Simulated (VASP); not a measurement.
The system is Ta.

```xyz
4
Lattice="4.5763 0.0000 0.0000 -2.2882 3.9632 0.0000 0.0000 0.0000 4.7172" Properties=species:S:1:pos:R:3 pbc="T T T"
Ta    0.0000    0.0000    1.1793
Ta    0.0000    0.0000    3.5379
Ta    0.0000    2.6421    3.5379
Ta    2.2882    1.3211    1.1793
```

This isn't the form of Ta at room conditions, which is bcc.

* Program: VASP 6.6.1
* Task: relaxation of cell and atoms
* Functional: PBEsol
* Potentials or basis: VASP PAW PBE potentials, release 64 (Ta_pv)
* Cutoff: 600 eV
* k mesh: 6 × 6 × 4
* Occupations: gaussian, width 0.1 eV
* Spin: no spin polarisation

At the start: pressure 1.8 GPa; volume 21.39 Å³/atom.

Q: Where does the relaxation end?

A: Over 5 steps the energy falls by 5.6 meV/atom and the volume is 21.63 Å³/atom (+1.1 %); space group P6_3/mmc (No. 194, to 0.1 Å) before and after.

The path:
| step | energy change (eV) | largest force (eV/Å) | pressure (GPa) | volume (Å³) |
| --- | --- | --- | --- | --- |
| 1 | 0.0000 | 0.0000 | 1.80 | 85.56 |
| 2 | 0.0033 | 0.0000 | -2.97 | 88.54 |
| 3 | -0.0208 | 0.0000 | -0.63 | 86.95 |
| 4 | -0.0216 | 0.0000 | 0.45 | 86.19 |
| 5 | -0.0224 | 0.0000 | 0.00 | 86.51 |

Final structure:
```yaml
crystal:
  lattice:
    - [4.56313, 0.00000, 0.00000]
    - [-2.28156, 3.95179, 0.00000]
    - [0.00000, 0.00000, 4.79721]
  atoms:
    - { symbol: Ta, position: [0.00000, 0.00000, 0.25000] }
    - { symbol: Ta, position: [0.00000, 0.00000, 0.75000] }
    - { symbol: Ta, position: [0.33333, 0.66667, 0.75000] }
    - { symbol: Ta, position: [0.66667, 0.33333, 0.25000] }
```

Caveat: the PAW data sets were made with another functional, which shifts forces and pressure a little.
